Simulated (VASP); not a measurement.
Write the native input for VASP 6.6.1 that does the following.

```
Task                   : single point
Functional             : PBEsol
Dispersion             : D3(BJ)
Potentials or basis    : VASP PAW PBE potentials, release 64 (Se)
Cutoff                 : 520 eV
k mesh                 : 12 × 12 × 8
Occupations            : gaussian, width 0.03 eV
Spin                   : no spin polarisation
Dipole correction      : no
Further INCAR settings : ALGO = Normal; EDIFF = 1e-07; NBANDS = 16
```

The structure of Se lies in POSCAR:

```
Se
1.0
    3.8854949922      0.0000000000      0.0000000000
   -1.9427474961      3.3649373695      0.0000000000
    0.0000000000      0.0000000000      5.1396971945
Se
3
Direct
    0.2825160233      0.0000000000      0.3333333333
    0.0000000000      0.2825160233      0.6666666667
    0.7174839767      0.7174839767      0.0000000000
```

This cell differs from its parent crystal: atoms shifted along a free coordinate, c/a of the conventional cell at fixed volume 1.3228.

One way to write it, as run:

INCAR

```
SYSTEM = Se
PREC = Accurate ; ENCUT = 520
EDIFF = 1E-7 ; ISMEAR = 0
SIGMA = 0.03 ; LREAL = .FALSE.
LASPH = .TRUE. ; NELM = 100
ALGO = Normal ; ISIF = 2
LWAVE = .FALSE. ; LCHARG = .FALSE.
GGA = PS ; IVDW = 12
NBANDS = 16
```

KPOINTS

```
regular mesh
0
G
  12 12 8
  0 0 0
```

Potentials or basis: VASP PAW PBE potentials, release 64 (Se).

Run with:

```bash
$ cat potpaw_PBE.64/Se/POTCAR > POTCAR
$ mpirun -np 1 vasp_std > vasp.out
```

It gave:

```yaml
Pressure: -2.7 GPa
Largest_force: 0.468 eV/Å
Band_gap_on_the_k_mesh: 0.13 eV (least direct gap 0.20 eV)
Dispersion_energy_per_atom: -0.335 eV
```

Caveat: semilocal functionals underestimate gaps, and a narrow one can read as zero; the PAW data sets were made with another functional, which shifts forces and pressure a little.

Run time: 2.1 min on 1 thread of Oxide Virtual Turin-like Processor (shared host), peak memory 0.22 GiB.
